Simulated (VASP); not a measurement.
# K (Pm-3m) in VASP: notebook

Runs on K. Level: PBEsol. Tasks: single point.

All numbers are computed with VASP 6.6.1; they aren't measurements. Logs are shortened: lines on timing, memory, paths and dates and some standing lists are left out, and cuts for length are marked.

**1. The cell of the first run**

Symmetry: Pm-3m, No. 221, cubic system. The conventional cell has a = 4.311 Å, b = 4.311 Å, c = 4.311 Å, α = 90.00°, β = 90.00°, γ = 90.00°. Within 5.7 Å of K (site symmetry m-3m) lie 6 K at 4.31 Å.

**2. Single point, PBEsol (volume scaled by 1.04)**

The input, INCAR:

```
SYSTEM = K
ALGO = Normal
EDIFF = 1E-7
ENCUT = 520
GGA = PS
ISIF = 2
ISMEAR = -1
LASPH = .True.
LCHARG = .True.
LELF = .True.
LREAL = .False.
LVHAR = .True.
LWAVE = .False.
NBANDS = 10
NELM = 80
PREC = Accurate
SIGMA = 0.1
```

The input, KPOINTS:

```
k-points
0
Gamma
  8 8 8
  0 0 0
```

The input, POSCAR:

```
K
1.0
    4.3108408983      0.0000000000      0.0000000000
    0.0000000000      4.3108408983      0.0000000000
    0.0000000000      0.0000000000      4.3108408983
K
1
Direct
    0.0000000000      0.0000000000      0.0000000000
```

Potentials or basis: VASP PAW PBE potentials, release 64 (K_sv).

Run with:

```console
> cat potpaw_PBE.64/K_sv/POTCAR > POTCAR
> mpirun -np 1 vasp_std > vasp.out
```

OUTCAR:

```text
SYSTEM = K
   EDIFF = 1E-7
   ENCUT = 520
   GGA = PS
   ISIF = 2
   ISMEAR = -1
   LASPH = .True.
   LREAL = .False.
   NELM = 80
   PREC = Accurate

 ion  position               nearest neighbor table
   1  0.000  0.000  0.000-

  LATTYP: Found a simple cubic cell.
 ALAT       =     4.3108408983

  Lattice vectors:

 A1 = (   4.3108408983,   0.0000000000,   0.0000000000)
 A2 = (   0.0000000000,   4.3108408983,   0.0000000000)
 A3 = (   0.0000000000,   0.0000000000,   4.3108408983)

Analysis of symmetry for initial positions (statically):
=====================================================================
 Subroutine PRICEL returns:
 Original cell was already a primitive cell.

 Routine SETGRP: Setting up the symmetry group for a
 simple cubic supercell.

 Subroutine GETGRP returns: Found 48 space group operations
 (whereof 48 operations were pure point group operations)
 out of a pool of 48 trial point group operations.

The static configuration has the point symmetry O_h .

Analysis of symmetry for dynamics (positions and initial velocities):
=====================================================================
 Subroutine PRICEL returns:
 Original cell was already a primitive cell.

 Routine SETGRP: Setting up the symmetry group for a
 simple cubic supercell.

 Subroutine GETGRP returns: Found 48 space group operations
 (whereof 48 operations were pure point group operations)
 out of a pool of 48 trial point group operations.

The dynamic configuration has the point symmetry O_h .

 Subroutine INISYM returns: Found 48 space group operations
 (whereof 48 operations are pure point group operations),
 and found     1 'primitive' translations

----------------------------------------------------------------------------------------

                                     Primitive cell

  volume of cell :      80.1099

  direct lattice vectors                    reciprocal lattice vectors
     4.310840898  0.000000000  0.000000000     0.231973303  0.000000000  0.000000000
     0.000000000  4.310840898  0.000000000     0.000000000  0.231973303  0.000000000
     0.000000000  0.000000000  4.310840898     0.000000000  0.000000000  0.231973303

  length of vectors
     4.310840898  4.310840898  4.310840898     0.231973303  0.231973303  0.231973303

  position of ions in fractional coordinates (direct lattice)
     0.000000000  0.000000000  0.000000000

  ion indices of the primitive-cell ions
   primitive index   ion index
                 1           1

----------------------------------------------------------------------------------------

 KPOINTS: k-points

Automatic generation of k-mesh.
 Grid dimensions read from file:
 generate k-points for:    8    8    8

 Generating k-lattice:

  Cartesian coordinates                     Fractional coordinates (reciprocal lattice)
     0.028996663  0.000000000  0.000000000     0.125000000  0.000000000  0.000000000
     0.000000000  0.028996663  0.000000000     0.000000000  0.125000000  0.000000000
     0.000000000  0.000000000  0.028996663     0.000000000  0.000000000  0.125000000

  Length of vectors
     0.028996663  0.028996663  0.028996663

  Shift w.r.t. Gamma in fractional coordinates (k-lattice)
     0.000000000  0.000000000  0.000000000

 Subroutine IBZKPT returns following result:
 ===========================================

 Found     35 irreducible k-points:

 Following reciprocal coordinates:
            Coordinates               Weight
  0.000000  0.000000  0.000000      1.000000
  0.125000  0.000000  0.000000      6.000000
  0.250000  0.000000  0.000000      6.000000
  0.375000  0.000000  0.000000      6.000000
  0.500000  0.000000  0.000000      3.000000
  0.125000  0.125000  0.000000     12.000000
[... 16 lines left out ...]
  0.375000  0.375000  0.125000     24.000000
  0.500000  0.375000  0.125000     24.000000
 [... further k-points ...]
   k-points           NKPTS =     35   k-points in BZ     NKDIM =     35   number of bands    NBANDS=     10
   number of dos      NEDOS =    301   number of ions     NIONS =      1
   total plane-waves  NPLWV =  32768
   dimension x,y,z NGX =    32 NGY =   32 NGZ =   32
   dimension x,y,z NGXF=    64 NGYF=   64 NGZF=   64
   ions per type =               1
   NGX,Y,Z   is equivalent  to a cutoff of  12.34, 12.34, 12.34 a.u.
   NGXF,Y,Z  is equivalent  to a cutoff of  24.68, 24.68, 24.68 a.u.
 SYSTEM =  K
   PREC   = accura    normal or accurate (medium, high low for compatibility)
   ISTART =      0    job   : 0-new  1-cont  2-samecut
   ICHARG =      2    charge: 1-file 2-atom 10-const
   ISPIN  =      1    spin polarized calculation?
   LNONCOLLINEAR =      F non collinear calculations
   LSORBIT =      F    spin-orbit coupling
   LASPH  =      T    aspherical Exc in radial PAW
   ENCUT  =  520.0 eV  38.22 Ry    6.18 a.u.   8.02  8.02  8.02*2*pi/ulx,y,z
   NELM   =     80;   NELMIN=  2; NELMDL= -5     # of ELM steps
   EDIFF  = 0.1E-06   stopping-criterion for ELM
   LREAL  =      F    real-space projection
   EDIFFG = 0.1E-05   stopping-criterion for IOM
   NSW    =      0    number of steps for IOM
   IBRION =     -1    ionic relax: 0-MD 1-quasi-New 2-CG
   NFREE  =      0    steps in history (QN), initial steepest desc. (CG)
   ISIF   =      2    stress and relaxation
   ISYM   =      2    0-nonsym 1-usesym 2-fastsym
   POTIM  = 0.5000    time-step for ionic-motion
   TEBEG  =    0.0;   TEEND  =   0.0 temperature during run
   PSTRESS=    0.0 pullay stress
   NELECT =       9.0000    total number of electrons
   NUPDOWN=      -1.0000    fix difference up-down
   EMIN   =  10.00;   EMAX   =-10.00  energy-range for DOS
   EFERMI =   0.00;   METHOD = LEGACY
   ISMEAR =    -1;   SIGMA  =   0.10  broadening in eV -4-tet -1-fermi 0-gaus
   EFERMI_NEDOS =   21; number of points for ismear=-14 and -15
   IALGO  =     38    algorithm
   IMIX   =      4    mixing-type and parameters
     AMIX     =   0.40;   BMIX     =  1.00
     AMIX_MAG =   1.60;   BMIX_MAG =  1.00
  volume/ion in A,a.u.               =      80.11       540.61
  Fermi-wavevector in a.u.,A,eV,Ry     =   0.789939  1.492769  8.490089  0.624004
  Thomas-Fermi vector in A             =   1.895181
   LORBIT       =      0    0 simple, 1 ext, 2 COOP (PROOUT), +10 PAW based schemes
   GGA     = PS    functional components
   LHFCALC =     F    Hartree Fock is set to
   AEXX    =    0.0000 exact exchange contribution
   IVDW    =     0    specifies the selected vdW correction
   LEPSILON=     F    determine dielectric tensor
   LRPA    =     F    only Hartree local field effects (RPA)
 non-spin polarized calculation
  energy-cutoff  :      520.00
  volume of cell :       80.11
 maximum number of plane-waves:      2192
   NGX = 17   NGY = 17   NGZ = 17

 number of electron       9.0000003 magnetization

 Free energy of the ion-electron system (eV)
  ---------------------------------------------------
  ext. energy  EPLUGINS =         0.00000000
  ---------------------------------------------------
  free energy    TOTEN  =        -1.03830285 eV

  energy without entropy =       -1.01493653  energy(sigma->0) =       -1.02661969

 E-fermi :  -0.3063     XC(G=0):  -5.4821

 val. band max:       -0.3675312038   @ k =   0.5000   0.0000   0.0000
 cond. band min:      -0.2096796620   @ k =   0.5000   0.1250   0.0000
 fundamental gap:      0.1578515418
 Fermi energy:        -0.3063288298

 k-point     1 :       0.0000    0.0000    0.0000
  band No.  band energies     occupation
      1     -32.5225      2.00000
      2     -16.0240      2.00000
      3     -16.0240      2.00000
      4     -16.0240      2.00000
      5      -2.3653      2.00000
      6       2.5697      0.00000
      7       2.5697      0.00000
      8       5.8427      0.00000
      9       5.8435      0.00000
     10       5.8579      0.00000

 k-point     2 :       0.1250    0.0000    0.0000
  band No.  band energies     occupation
      1     -32.5219      2.00000
      2     -16.0366      2.00000
      3     -16.0230      2.00000
      4     -16.0230      2.00000
      5      -2.2213      2.00000
      6       2.4056      0.00000
      7       2.6415      0.00000
      8       5.2793      0.00000
      9       5.2793      0.00000
     10       5.5178      0.00000

 k-point     3 :       0.2500    0.0000    0.0000
  band No.  band energies     occupation
      1     -32.5204      2.00000
      2     -16.0665      2.00000
      3     -16.0205      2.00000
      4     -16.0205      2.00000
      5      -1.8005      2.00000
      6       1.7611      0.00000
      7       2.8337      0.00000
      8       4.7740      0.00000
      9       4.7740      0.00000
     10       5.3684      0.00000

 k-point     4 :       0.3750    0.0000    0.0000
  band No.  band energies     occupation
      1     -32.5189      2.00000
      2     -16.0962      2.00000
      3     -16.0179      2.00000
      4     -16.0179      2.00000
      5      -1.1336      1.99949
      6       0.7702      0.00004
      7       3.0626      0.00000
      8       4.4476      0.00000
      9       4.4476      0.00000
     10       5.9080      0.00000
[... 222 lines left out ...]
 k-point    22 :       0.5000    0.2500    0.1250
  band No.  band energies     occupation
      1     -32.5157      2.00000
      2     -16.1017      2.00000
      3     -16.0565      2.00000
      4     -16.0252      2.00000
      5       0.2796      0.00569
      6       0.3926      0.00184
      7       3.0376      0.00000
      8       3.1955      0.00000
      9       4.3314      0.00000
     10       4.7832      0.00000

 k-point    23 :       0.3750    0.3750    0.1250
  band No.  band energies     occupation
      1     -32.5148      2.00000
      2     -16.0868      2.00000
      3     -16.0858      2.00000
      4     -16.0237      2.00000
      5       0.0874      0.03825
      6       1.6397      0.00000
      7       1.9384      0.00000
      8       3.1740      0.00000
      9       4.3489      0.00000
     10       4.6807      0.00000

 k-point    24 :       0.5000    0.3750    0.1250
  band No.  band energies     occupation
      1     -32.5142      2.00000
      2     -16.0980      2.00000
      3     -16.0848      2.00000
      4     -16.0226      2.00000
      5       0.6566      0.00013
      6       1.0717      0.00000
      7       2.2713      0.00000
      8       2.7089      0.00000
      9       4.5258      0.00000
     10       4.6157      0.00000

 [... further k-points ...]

------------------------ aborting loop because EDIFF is reached ----------------------------------------

  FORCE on cell =-STRESS in cart. coord.  units (eV):
  Direction    XX          YY          ZZ          XY          YZ          ZX
  --------------------------------------------------------------------------------------
  -------------------------------------------------------------------------------------
  Total       -0.0726994     -0.0726994     -0.0726994     -0.0000000      0.0000000     -0.0000000
  in kB       -1.4539700     -1.4539700     -1.4539700     -0.0000000      0.0000000     -0.0000000
  external PRESSURE =      -1.4539700 kB  Pullay stress =       0.0000000 kB

 VOLUME and BASIS-vectors are now :
 -----------------------------------------------------------------------------
  energy-cutoff  :      520.00
  volume of cell :       80.11
      direct lattice vectors                 reciprocal lattice vectors
     4.310840898  0.000000000  0.000000000     0.231973303  0.000000000  0.000000000
     0.000000000  4.310840898  0.000000000     0.000000000  0.231973303  0.000000000
     0.000000000  0.000000000  4.310840898     0.000000000  0.000000000  0.231973303

 POSITION                                       TOTAL-FORCE (eV/Angst)
 -----------------------------------------------------------------------------------
      0.00000      0.00000      0.00000         0.000000      0.000000      0.000000
 -----------------------------------------------------------------------------------
    total drift:                               -0.000000      0.000000      0.000000

  FREE ENERGIE OF THE ION-ELECTRON SYSTEM (eV)
  ---------------------------------------------------
  free  energy   TOTEN  =        -1.0383028457 eV

  energy  without entropy=       -1.0149365273  energy(sigma->0) =       -1.02661969
```

Wall time 18 s (1 thread of Intel Xeon 6975P-C, shared host); peak memory 0.18 GiB.

Results:

```yaml
Free_energy: -1.0383 eV
Pressure: -0.1 GPa
```

Caveat: the PAW data sets were made with another functional, which shifts forces and pressure a little.

**3. Single point, PBEsol (volume scaled by 1.08)**

The input, INCAR:

```
SYSTEM = K
  PREC = Accurate
  ENCUT = 520
  EDIFF = 1E-7
  ISMEAR = -1
  SIGMA = 0.1
  LREAL = .False.
  LASPH = .True.
  NELM = 80
  ALGO = Normal
  ISIF = 2
  LWAVE = .False.
  LCHARG = .False.
  GGA = PS
  NBANDS = 10
```

The input, KPOINTS:

```
Automatic mesh
0
Gamma
  8 8 8
  0 0 0
```

The input, POSCAR:

```
K
1.0
    4.3654142980      0.0000000000      0.0000000000
    0.0000000000      4.3654142980      0.0000000000
    0.0000000000      0.0000000000      4.3654142980
K
1
Direct
    0.0000000000      0.0000000000      0.0000000000
```

Potentials or basis: VASP PAW PBE potentials, release 64 (K_sv).

Run with:

```console
> cat potpaw_PBE.64/K_sv/POTCAR > POTCAR
> mpirun -np 1 vasp_std > vasp.out
```

It took 25 s on 1 thread of Intel Xeon 6975P-C, shared host; peak memory 0.18 GiB.

It converged, with:

- Free energy: -1.0349 eV
- Pressure: -0.2 GPa

Levels at points of the mesh, in eV from the Fermi level:
```
           k point  band 1  band 2  band 3  band 4  band 5  band 6  band 7  band 8
(0.00, 0.00, 0.00)  -32.23  -15.74  -15.74  -15.74   -2.01    2.87    2.87    6.07
(0.50, 0.00, 0.00)  -32.23  -15.81  -15.73  -15.73   -0.07    0.18    3.46    4.60
(0.50, 0.50, 0.00)  -32.23  -15.80  -15.80  -15.72    1.17    1.99    2.07    2.07
(0.50, 0.50, 0.50)  -32.22  -15.79  -15.79  -15.79    2.29    2.29    2.29    4.11
```

Caveat: the PAW data sets were made with another functional, which shifts forces and pressure a little.
